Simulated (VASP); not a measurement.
Here is a VASP 6.6.1 calculation.

Contents of INCAR:

```
  PREC = Accurate
  ENCUT = 520
  EDIFF = 1E-6
  ISMEAR = -1
  SIGMA = 0.1
  LREAL = False
  LASPH = True
  NELM = 80
  ALGO = Normal
  ISIF = 2
  LWAVE = False
  LCHARG = False
  NBANDS = 58
```

The input KPOINTS:

```
regular mesh
0
Gamma
  5 5 5
```

File POSCAR:

```
V2F3
1.0
    2.4112444400      4.1763952900      0.0000000000
   -2.4112444400      4.1763952900      0.0000000000
    0.0000000000     -2.7842631900      4.3868146200
F V
6 4
Direct
    0.5552000000      0.9448000000      0.7500000000
    0.2500000000      0.5552000000      0.7500000000
    0.9448000000      0.2500000000      0.7500000000
    0.4448000000      0.0552000000      0.2500000000
    0.7500000000      0.4448000000      0.2500000000
    0.0552000000      0.7500000000      0.2500000000
    0.3523000000      0.3523000000      0.0569000000
    0.1477000000      0.1477000000      0.4431000000
    0.6477000000      0.6477000000      0.9431000000
    0.8523000000      0.8523000000      0.5569000000
```

Potentials or basis: VASP PAW LDA potentials, release 64 (F, V_sv).

The run is started by

```sh
$ cat potpaw_LDA.64/F/POTCAR potpaw_LDA.64/V_sv/POTCAR > POTCAR
$ mpirun -np 1 vasp_std > vasp.out
```

Question: What does it give for the pressure?

Answer: 48.4 GPa.

Question: What does it give for the band gap on the k mesh?

Answer: Zero (band 47 reaches 11.46 eV, above the bottom of band 48 at 10.99 eV).

Question: What does it give for the largest force?

Answer: 2.368 eV/Å.

Stress tensor (GPa, compression positive):
```
50.40  0.00  0.00
 0.00 50.40  0.00
 0.00  0.00 44.32
```

Caveat: the run has no spin polarisation, though such a crystal can be magnetic; semilocal functionals often make such compounds metallic where correlation or magnetic order opens a gap, which also shifts bond lengths; forces of over 1 eV/Å act on the atoms, so gaps and moduli don't describe the material at rest. With open d or f shells a metallic result of LDA can be an artefact of self-interaction; +U or a hybrid may open a gap.
